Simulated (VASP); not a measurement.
# Si8O in VASP: notebook

Si8O is run at these levels: PBE; tasks: single point.

All numbers are computed with VASP 6.6.1; they aren't measurements. Logs are shortened: lines on timing, memory, paths and dates and some standing lists are left out, and cuts for length are marked.

## Step 1: The cell of the first run

The cell holds a slab with vacuum, 9 atoms: a = 3.851 Å, b = 6.365 Å, c = 19.753 Å, α = 90.00°, β = 90.00°, γ = 90.00°.

## Step 2: Single point, PBE, collinear spin, ferromagnetic start

INCAR reads:

```
  PREC = Accurate
  ENCUT = 520
  EDIFF = 1E-6
  ISMEAR = 0
  SIGMA = 0.05
  LREAL = False
  LASPH = True
  NELM = 150
  ALGO = Normal
  ISIF = 2
  LWAVE = False
  LCHARG = False
  ISPIN = 2
  MAGMOM = 0 0 0 0 0 0 0 0 2
  LORBIT = 11
  LDIPOL = True
  IDIPOL = 3
  DIPOL = 0.5 0.5 0.330
  GGA = PE
  NBANDS = 33
```

KPOINTS reads:

```
Automatic mesh
0
Gamma
  7 4 1
```

POSCAR reads:

```
Si8O
1.0
    3.8510821816      0.0000000000      0.0000000000
    0.0000000000      6.3646812169      0.0000000000
    0.0000000000      0.0000000000     19.7525434844
Si O
8 1
Direct
    0.0000000000      0.9370679252      0.2025055661
    0.0000000000      0.5629320748      0.2025055661
    0.5000000000      0.4370679252      0.2587875162
    0.5000000000      0.0629320748      0.2587875162
    0.5000000000      0.9333044677      0.3720589469
    0.5000000000      0.5666955323      0.3720589469
    0.0000000000      0.4259907537      0.4177964975
    0.0000000000      0.0740092463      0.4177964975
    0.3333333333      1.2593240871      0.4653531821
```

Potentials or basis: VASP PAW PBE potentials, release 64 (Si, O).

The run is started by

```sh
> cat potpaw_PBE.64/Si/POTCAR potpaw_PBE.64/O/POTCAR > POTCAR
> mpirun -np 1 vasp_std > vasp.out
```

OUTCAR:

```text
PREC = Accurate
   ENCUT = 520
   EDIFF = 1E-6
   ISMEAR = 0
   LREAL = False
   LASPH = True
   NELM = 150
   ISIF = 2
   ISPIN = 2
   LORBIT = 11
   GGA = PE

 ion  position               nearest neighbor table
   1  0.000  0.937  0.203-   4 2.36   4 2.36   2 2.38
   2  0.000  0.563  0.203-   3 2.36   3 2.36   1 2.38
   3  0.500  0.437  0.259-   2 2.36   2 2.36   4 2.38   6 2.38
   4  0.500  0.063  0.259-   1 2.36   1 2.36   3 2.38   5 2.38
   5  0.500  0.933  0.372-   8 2.31   8 2.31   6 2.33   4 2.38
   6  0.500  0.567  0.372-   7 2.31   7 2.31   5 2.33   3 2.38
   7  0.000  0.426  0.418-   9 1.91   8 2.24   6 2.31   6 2.31
   8  0.000  0.074  0.418-   9 1.98   7 2.24   5 2.31   5 2.31
   9  0.333  0.259  0.465-   7 1.91   8 1.98

  LATTYP: Found a simple orthorhombic cell.
 ALAT       =     3.8510821816
 B/A-ratio  =     1.6526994016
 C/A-ratio  =     5.1290890594

  Lattice vectors:

 A1 = (   3.8510821816,   0.0000000000,   0.0000000000)
 A2 = (   0.0000000000,   6.3646812169,   0.0000000000)
 A3 = (   0.0000000000,   0.0000000000,  19.7525434844)

Analysis of symmetry for initial positions (statically):
=====================================================================
 Subroutine PRICEL returns:
 Original cell was already a primitive cell.

 Routine SETGRP: Setting up the symmetry group for a
 simple orthorhombic supercell.

 Subroutine GETGRP returns: Found  1 space group operations
 (whereof  1 operations were pure point group operations)
 out of a pool of  8 trial point group operations.

The static configuration has the point symmetry C_1 .

Analysis of symmetry for dynamics (positions and initial velocities):
=====================================================================
 Subroutine PRICEL returns:
 Original cell was already a primitive cell.

 Routine SETGRP: Setting up the symmetry group for a
 simple orthorhombic supercell.

 Subroutine GETGRP returns: Found  1 space group operations
 (whereof  1 operations were pure point group operations)
 out of a pool of  8 trial point group operations.

The dynamic configuration has the point symmetry C_1 .

Analysis of structural, dynamic, and magnetic symmetry:
=====================================================================
 Subroutine PRICEL returns:
 Original cell was already a primitive cell.

 Routine SETGRP: Setting up the symmetry group for a
 simple orthorhombic supercell.

 Subroutine GETGRP returns: Found  1 space group operations
 (whereof  1 operations were pure point group operations)
 out of a pool of  8 trial point group operations.

The overall configuration has the point symmetry C_1 .

 Subroutine INISYM returns: Found  1 space group operations
 (whereof  1 operations are pure point group operations),
 and found     1 'primitive' translations

----------------------------------------------------------------------------------------

                                     Primitive cell

  volume of cell :     484.1528

  direct lattice vectors                    reciprocal lattice vectors
     3.851082182  0.000000000  0.000000000     0.259667271  0.000000000  0.000000000
     0.000000000  6.364681217  0.000000000     0.000000000  0.157117060  0.000000000
     0.000000000  0.000000000 19.752543484     0.000000000  0.000000000  0.050626392

  length of vectors
     3.851082182  6.364681217 19.752543484     0.259667271  0.157117060  0.050626392

  position of ions in fractional coordinates (direct lattice)
     0.000000000  0.937067925  0.202505566
     0.000000000  0.562932075  0.202505566
     0.500000000  0.437067925  0.258787516
     0.500000000  0.062932075  0.258787516
     0.500000000  0.933304468  0.372058947
     0.500000000  0.566695532  0.372058947
     0.000000000  0.425990754  0.417796497
     0.000000000  0.074009246  0.417796497
     0.333333333  0.259324087  0.465353182

  ion indices of the primitive-cell ions
   primitive index   ion index
                 1           1
                 2           2
[... 62 lines left out ...]
   ICHARG =      2    charge: 1-file 2-atom 10-const
   ISPIN  =      2    spin polarized calculation?
   LNONCOLLINEAR =      F non collinear calculations
   LSORBIT =      F    spin-orbit coupling
   LASPH  =      T    aspherical Exc in radial PAW
   ENCUT  =  520.0 eV  38.22 Ry    6.18 a.u.   7.16 11.83 36.73*2*pi/ulx,y,z
   NELM   =    150;   NELMIN=  2; NELMDL= -5     # of ELM steps
   EDIFF  = 0.1E-05   stopping-criterion for ELM
   LREAL  =      F    real-space projection
   EDIFFG = 0.1E-04   stopping-criterion for IOM
   NSW    =      0    number of steps for IOM
   IBRION =     -1    ionic relax: 0-MD 1-quasi-New 2-CG
   NFREE  =      0    steps in history (QN), initial steepest desc. (CG)
   ISIF   =      2    stress and relaxation
   ISYM   =      2    0-nonsym 1-usesym 2-fastsym
   POTIM  = 0.5000    time-step for ionic-motion
   TEBEG  =    0.0;   TEEND  =   0.0 temperature during run
   PSTRESS=    0.0 pullay stress
   NELECT =      38.0000    total number of electrons
   NUPDOWN=      -1.0000    fix difference up-down
   EMIN   =  10.00;   EMAX   =-10.00  energy-range for DOS
   EFERMI =   0.00;   METHOD = LEGACY
   ISMEAR =     0;   SIGMA  =   0.05  broadening in eV -4-tet -1-fermi 0-gaus
   EFERMI_NEDOS =   21; number of points for ismear=-14 and -15
   IALGO  =     38    algorithm
   IMIX   =      4    mixing-type and parameters
     AMIX     =   0.40;   BMIX     =  1.00
     AMIX_MAG =   1.60;   BMIX_MAG =  1.00
  volume/ion in A,a.u.               =      53.79       363.02
  Fermi-wavevector in a.u.,A,eV,Ry     =   0.700931  1.324567  6.684598  0.491304
  Thomas-Fermi vector in A             =   1.785219
   LORBIT       =     11    0 simple, 1 ext, 2 COOP (PROOUT), +10 PAW based schemes
   GGA     = PE    functional components
   LHFCALC =     F    Hartree Fock is set to
   AEXX    =    0.0000 exact exchange contribution
   IVDW    =     0    specifies the selected vdW correction
   LEPSILON=     F    determine dielectric tensor
   LRPA    =     F    only Hartree local field effects (RPA)
 spin polarized calculation
 Gauss-broadening in eV      SIGMA  =   0.05
  energy-cutoff  :      520.00
  volume of cell :      484.15
 maximum number of plane-waves:     13082
 NGX is ok and might be reduce to    30
   NGX = 15   NGY = 23   NGZ = 73

 dipolmoment           0.000000      0.000000     -0.222412 electrons x Angstroem

 number of electron      38.0000000 magnetization       0.0046039

 number of electron      38.0000000 magnetization      -0.0000037

 dipolmoment           0.000000      0.000000      0.049947 electrons x Angstroem

 Free energy of the ion-electron system (eV)
  ---------------------------------------------------
  ext. energy  EPLUGINS =         0.00000000
  ---------------------------------------------------
  free energy    TOTEN  =       -45.29244761 eV

  energy without entropy =      -45.28947645  energy(sigma->0) =      -45.29096203

 E-fermi :  -1.3614     XC(G=0):  -3.9936

 val. band max:       -1.3627824587   @ k =   0.0000   0.2500   0.0000
 cond. band min:      -1.2950335791   @ k =   0.1429   0.0000   0.0000
 fundamental gap:      0.0677488796
 Fermi energy:        -1.3614177028

 spin component 1

 k-point     1 :       0.0000    0.0000    0.0000
  band No.  band energies     occupation
      1     -19.8307      1.00000
      2     -12.5907      1.00000
      3     -11.2744      1.00000
      4     -10.6426      1.00000
      5      -9.3225      1.00000
      6      -8.1406      1.00000
[... 499 lines left out ...]
     30       3.7569      0.00000
     31       4.0291      0.00000
 Fermi energy:        -1.3614177028

 spin component 2

 k-point     1 :       0.0000    0.0000    0.0000
  band No.  band energies     occupation
      1     -19.8307      1.00000
      2     -12.5907      1.00000
      3     -11.2744      1.00000
      4     -10.6426      1.00000
      5      -9.3225      1.00000
      6      -8.1406      1.00000
[... 499 lines left out ...]
     30       3.7570      0.00000
     31       4.0292      0.00000
 [bands above 31 left out]

------------------------ aborting loop because EDIFF is reached ----------------------------------------

 vacuum level on the upper side and lower side of the slab       (xc-potential included)         0.180        -0.179

  FORCE on cell =-STRESS in cart. coord.  units (eV):
  Direction    XX          YY          ZZ          XY          YZ          ZX
  --------------------------------------------------------------------------------------
  -------------------------------------------------------------------------------------
  Total       -2.0877581      1.1622079     -1.1168288      0.0387765     -0.2283679     -3.3423680
  in kB       -6.9088901      3.8460234     -3.6958532      0.1283209     -0.7557238    -11.0606939
  external PRESSURE =      -2.2529066 kB  Pullay stress =       0.0000000 kB

 VOLUME and BASIS-vectors are now :
 -----------------------------------------------------------------------------
  energy-cutoff  :      520.00
  volume of cell :      484.15
      direct lattice vectors                 reciprocal lattice vectors
     3.851082182  0.000000000  0.000000000     0.259667271  0.000000000  0.000000000
     0.000000000  6.364681217  0.000000000     0.000000000  0.157117060  0.000000000
     0.000000000  0.000000000 19.752543484     0.000000000  0.000000000  0.050626392

 POSITION                                       TOTAL-FORCE (eV/Angst)
 -----------------------------------------------------------------------------------
      0.00000      5.96414      4.00000         0.046523     -0.656860      0.602595
      0.00000      3.58288      4.00000         0.037906      0.675692      0.607954
      1.92554      2.78180      5.11171         0.123434     -0.014892     -0.577374
      1.92554      0.40054      5.11171         0.122215      0.020211     -0.616376
      1.92554      5.94019      7.34911        -0.426389     -0.631968     -0.120874
      1.92554      3.60684      7.34911        -0.427820      0.683270     -0.199850
      0.00000      2.71130      8.25254         1.902173     -0.653269      0.143857
      0.00000      0.47105      8.25254         1.797297      0.669685      0.126178
      1.28369      1.65052      9.19191        -3.175340     -0.091870      0.033891
 -----------------------------------------------------------------------------------
    total drift:                                0.000056     -0.000433     -0.000241

  FREE ENERGIE OF THE ION-ELECTRON SYSTEM (eV)
  ---------------------------------------------------
  free  energy   TOTEN  =       -45.2924476094 eV

  energy  without entropy=      -45.2894764461  energy(sigma->0) =      -45.29096203

 vacuum level on the upper side and lower side of the slab         3.878         3.508

 total charge

# of ion       s       p       d       tot
------------------------------------------
    1        0.793   0.834   0.000   1.627
    2        0.793   0.833   0.000   1.627
    3        0.765   0.886   0.000   1.651
    4        0.765   0.885   0.000   1.651
    5        0.781   0.915   0.000   1.696
    6        0.782   0.913   0.000   1.695
    7        0.767   0.858   0.000   1.625
    8        0.773   0.851   0.000   1.624
    9        1.600   3.283   0.000   4.883
--------------------------------------------------
tot          7.819  10.260   0.000  18.079

 magnetization (x)

# of ion       s       p       d       tot
------------------------------------------
    1       -0.000  -0.000   0.000  -0.000
    2       -0.000  -0.000   0.000  -0.000
    3        0.000  -0.000   0.000   0.000
    4        0.000  -0.000   0.000   0.000
    5       -0.000  -0.000   0.000  -0.000
    6       -0.000  -0.000   0.000  -0.000
    7        0.000  -0.000   0.000  -0.000
    8       -0.000  -0.000   0.000  -0.000
    9       -0.000  -0.000   0.000  -0.000
--------------------------------------------------
tot         -0.000  -0.000   0.000  -0.000
```

It took 24 min on 1 thread of Intel Xeon 8259CL, shared host; peak memory 0.86 GiB.

What came out:

- Free energy: -45.2924 eV
- Largest force: 3.177 eV/Å
- Band gap on the k mesh: zero (filled and empty bands overlap)
- Net moment: 0.00 μB per cell
- Valence electrons inside the program's atomic spheres: Si 1.63, 1.65, 1.70, 1.62 (each value once); O 4.88

Forces on the atoms (eV/Å):
```
Si   0.047 -0.657  0.603
Si   0.038  0.676  0.608
Si   0.123 -0.015 -0.577
Si   0.122  0.020 -0.616
Si  -0.426 -0.632 -0.121
Si  -0.428  0.683 -0.200
Si   1.902 -0.653  0.144
Si   1.797  0.670  0.126
O   -3.175 -0.092  0.034
```

## Step 3: Single point, PBE, collinear spin, ferromagnetic start

INCAR reads:

```
SYSTEM = Si8O
PREC = Accurate ; ENCUT = 520
EDIFF = 1E-6 ; ISMEAR = 0
SIGMA = 0.05 ; LREAL = .FALSE.
LASPH = .TRUE. ; NELM = 150
ALGO = Normal ; ISIF = 2
LWAVE = .FALSE. ; LCHARG = .FALSE.
ISPIN = 2 ; MAGMOM = 0 0 0 0 0 0 0 0 2
LORBIT = 11 ; LDIPOL = .TRUE.
IDIPOL = 3 ; DIPOL = 0.5 0.5 0.328
GGA = PE ; NBANDS = 33
```

KPOINTS reads:

```
Automatic mesh
0
G
  7 4 1
  0 0 0
```

POSCAR: that of step 2 with these lines changed.

```diff
@@ -16,2 +16,2 @@
     0.0000000000      0.0740092463      0.4177964975
-    0.3333333333      1.2593240871      0.4653531821
+    0.5000000000      1.0926574204      0.4453923852
```

Potentials or basis: VASP PAW PBE potentials, release 64 (Si, O).

The run is started by

```sh
> cat potpaw_PBE.64/Si/POTCAR potpaw_PBE.64/O/POTCAR > POTCAR
> mpirun -np 1 vasp_std > vasp.out
```

Wall time 21 min (1 thread of Intel Xeon Platinum 8259CL at 2.50GHz (Skylake/Cascade Lake), shared host); peak memory 0.81 GiB.

It converged, with:

- Free energy: -45.5511 eV
- Largest force: 1.519 eV/Å
- Band gap on the k mesh: zero (filled and empty bands overlap)
- Net moment: 0.00 μB per cell
- Valence electrons inside the program's atomic spheres: Si 1.63, 1.62, 1.65, 1.66, 1.70, 1.69, 1.60 (each value once); O 5.00

Forces on the atoms (eV/Å):
```
Si   0.000 -0.635  0.446
Si   0.000  0.692  0.577
Si   0.000  0.004 -0.695
Si   0.000  0.142 -0.142
Si   0.000 -0.974 -1.082
Si   0.000 -0.023  0.297
Si   0.000  0.637 -0.168
Si   0.000  1.344  0.708
O    0.000 -1.188  0.059
```

Levels at points of the mesh, in eV from the Fermi level:
Spin up:
```tsv
k point	band 16	band 17	band 18	band 19	band 20	band 21	band 22	band 23
(0.00, 0.00, 0.00)	-0.85	-0.61	-0.56	0.12	0.40	0.49	1.58	1.91
(0.00, 0.50, 0.00)	-1.28	-1.12	-1.06	-0.48	0.36	0.81	1.29	2.09
```
Spin down:
```tsv
k point	band 15	band 16	band 17	band 18	band 19	band 20	band 21	band 22	band 23	band 24
(0.00, 0.00, 0.00)	-1.47	-0.85	-0.61	-0.56	0.12	0.40	0.49	1.58	1.91	2.28
(0.00, 0.50, 0.00)	-1.51	-1.28	-1.12	-1.06	-0.48	0.36	0.81	1.29	2.09	2.09
```

## Step 4: Single point, PBE, collinear spin, ferromagnetic start

INCAR reads:

```
SYSTEM = Si8O
PREC = Accurate
ENCUT = 520
EDIFF = 1E-6
ISMEAR = 0
SIGMA = 0.05
LREAL = .False.
LASPH = .True.
NELM = 150
ALGO = Normal
ISIF = 2
LWAVE = .False.
LCHARG = .False.
ISPIN = 2
MAGMOM = 0 0 0 0 0 0 0 0 2
LORBIT = 11
LDIPOL = .True.
IDIPOL = 3
DIPOL = 0.5 0.5 0.327
GGA = PE
NBANDS = 33
```

KPOINTS reads:

```
Automatic mesh
0
Gamma
  7 4 1
  0 0 0
```

POSCAR: that of step 3 with these lines changed.

```diff
@@ -16,2 +16,2 @@
     0.0000000000      0.0740092463      0.4177964975
-    0.5000000000      1.0926574204      0.4453923852
+    0.1666666667      0.7593240871      0.4390595819
```

The run is started by

```sh
> cat potpaw_PBE.64/Si/POTCAR potpaw_PBE.64/O/POTCAR > POTCAR
> mpirun -np 1 vasp_std > vasp.out
```

It took 10 min on 1 thread of Intel Xeon 8259CL, shared host; peak memory 0.82 GiB.

It converged, with:

- Free energy: -44.8989 eV
- Largest force: 2.368 eV/Å
- Band gap on the k mesh: 0.11 eV (least direct gap 0.21 eV)
- Net moment: 0.00 μB per cell
- Site moments: Si +0.07, -0.07, +0.00, -0.00, +0.01, -0.01 (each value once); O -0.00 μB
- Valence electrons inside the program's atomic spheres: Si 1.63, 1.66, 1.65, 1.64 (each value once); O 4.86

Forces on the atoms (eV/Å):
```
Si  -0.056 -0.807  0.625
Si  -0.041  0.802  0.632
Si  -0.027  0.033 -0.872
Si  -0.043 -0.059 -0.880
Si  -0.205 -0.280 -0.072
Si  -0.056  0.039 -0.186
Si   0.271  1.949  0.357
Si   0.191 -2.325  0.403
O   -0.036  0.649 -0.006
```

Levels at points of the mesh, in eV from the valence-band top:
Spin up:
```
           k point  band 15  band 16  band 17  band 18  band 19  band 20  band 21  band 22  band 23  band 24
(0.00, 0.00, 0.00)    -1.16    -0.73    -0.71    -0.62    -0.04     0.62     0.81     1.67     2.13     2.56
(0.00, 0.50, 0.00)    -1.43    -1.14    -1.03    -0.63    -0.01     0.21     1.02     1.64     2.25     2.36
```
Spin down:
```tsv
k point	band 15	band 16	band 17	band 18	band 19	band 20	band 21	band 22	band 23	band 24
(0.00, 0.00, 0.00)	-1.16	-0.75	-0.68	-0.64	-0.03	0.65	0.78	1.67	2.13	2.55
(0.00, 0.50, 0.00)	-1.44	-1.14	-1.04	-0.63	0.00	0.21	1.02	1.64	2.25	2.36
```

## Step 5: Summary

| cell | gap on the mesh (eV) | moment (μB) | largest force (eV/Å) |
| --- | --- | --- | --- |
| as given, atomic positions A | none | 0.00 | 3.18 |
| as given, atomic positions B | none | 0.00 | 1.52 |
| as given, atomic positions C | 0.11 | 0.00 | 2.37 |

Alike in all rows: task single point; level PBE; potentials or basis VASP PAW PBE potentials, release 64 (Si, O); spin collinear, ferromagnetic start; k mesh 7 × 4 × 1; cutoff (eV) 520; smearing gaussian 0.05 eV.

Absolute energies hang on the potentials; compare differences alone.

The gap in the log of VASP goes by the Fermi energy; the results here count the filled bands.